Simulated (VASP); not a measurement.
Here is a VASP 6.6.1 calculation.

INCAR

```
SYSTEM = Al16CN14
  PREC = Accurate
  ENCUT = 520
  EDIFF = 1E-6
  ISMEAR = 0
  SIGMA = 0.01
  LREAL = Auto
  LASPH = .True.
  NELM = 150
  ALGO = Normal
  ISIF = 2
  LWAVE = .False.
  LCHARG = .False.
  ISPIN = 2
  MAGMOM = 0.04 0 0 0 0.01 0 0 0.02 0 0 0 0 0.03 0 0 0 0.03 0.02 0 0 0.01 0 0 0 0.02 0 0 0.04 0.04 0 0
  LORBIT = 11
  NUPDOWN = 1.0
  GGA = PE
  NELECT = 123.0
  NBANDS = 86
```

Contents of KPOINTS:

```
Automatic mesh
0
Gamma
  1 1 1
  0.25 0.25 0.25
```

The input POSCAR:

```
Al16CN14
1.0
    6.2595139086      0.0000000608      0.0000000000
   -3.1297570086      5.4208980308      0.0000000000
    0.0000000000      0.0000000000     10.0348065900
Al N C
16 14 1
Direct
    0.3446310114      0.1637877386      0.2541679599
    0.1700403992      0.3371967670      0.4979622507
    0.3318806106      0.1640925740      0.7523224947
    0.1632240452      0.3305705607      1.0036252662
    0.3340263134      0.6833390173      0.2491713852
    0.1715141832      0.8389281696      0.4994873761
    0.3324304837      0.6673152952      0.7511206191
    0.1502833635      0.8189853782      1.0100342312
    0.8318458234      0.1652164409      0.2514750853
    0.6743435911      0.3411181963      0.4994881732
    0.8334797618      0.1664087854      0.7493443445
    0.6628859874      0.3294431336      0.9999067976
    0.8305943055      0.6584886431      0.2434406346
    0.6717449676      0.8355234527      0.4972562391
    0.8329993934      0.6664883367      0.7450364296
    0.6633669674      0.8327262073      0.9974995974
    0.3393547375      0.1754868250      0.4427281162
    0.1710100596      0.3319082928      0.1926570627
    0.3229338145      0.1582686676      0.9442154159
    0.1690803427      0.3329623153      0.6907178727
    0.3358657278      0.6729641274      0.4394207025
    0.3266368533      0.6652752442      0.9419177111
    0.1709739115      0.8337616572      0.6923644310
    0.8344210312      0.1702048675      0.4406937149
    0.6674735402      0.3269709567      0.1860011772
    0.8315779578      0.1673890483      0.9388464389
    0.6656546211      0.3287532290      0.6925920294
    0.6694601204      0.8337705217      0.1845612886
    0.8218654075      0.6621330977      0.9354704659
    0.6655433489      0.8327832883      0.6911081944
    0.8421906482      0.6744058297      0.4349841841
```

Potentials or basis: VASP PAW PBE potentials, release 64 (Al, N, C).

Launch:

```sh
$ cat potpaw_PBE.64/Al/POTCAR potpaw_PBE.64/N/POTCAR potpaw_PBE.64/C/POTCAR > POTCAR
$ mpirun -np 1 vasp_std > vasp.out
```

Question: Estimate the largest force.

Answer: 0.437 eV/Å.

Forces on the atoms (eV/Å):
```
Al  -0.388 -0.033 -0.006
Al  -0.189  0.109 -0.020
Al   0.111 -0.059  0.021
Al  -0.101  0.068  0.127
Al   0.096 -0.271 -0.114
Al  -0.117  0.076  0.016
Al   0.129 -0.071  0.005
Al  -0.106  0.157 -0.021
Al   0.421 -0.116  0.023
Al  -0.111  0.071  0.032
Al   0.129 -0.071  0.008
Al  -0.154  0.009 -0.200
Al   0.004  0.283  0.134
Al  -0.110  0.060  0.037
Al   0.144 -0.082 -0.007
Al  -0.090  0.078  0.076
N    0.246 -0.185  0.062
N   -0.102  0.123  0.073
N    0.249 -0.056 -0.048
N   -0.174  0.076 -0.015
N    0.189 -0.100 -0.004
N    0.160 -0.134 -0.012
N   -0.192  0.107 -0.031
N    0.158 -0.065 -0.007
N   -0.083  0.056 -0.110
N    0.127 -0.113 -0.015
N   -0.194  0.118 -0.026
N   -0.227  0.066  0.019
N    0.225 -0.111  0.032
N   -0.206  0.146  0.001
C    0.157 -0.136 -0.031
```

Caveat: the k points lie up to 1.16 Å⁻¹ apart; the cell carries a net charge on a neutralising background, which shifts energy and pressure; the total moment is fixed, so each spin has its own Fermi level.
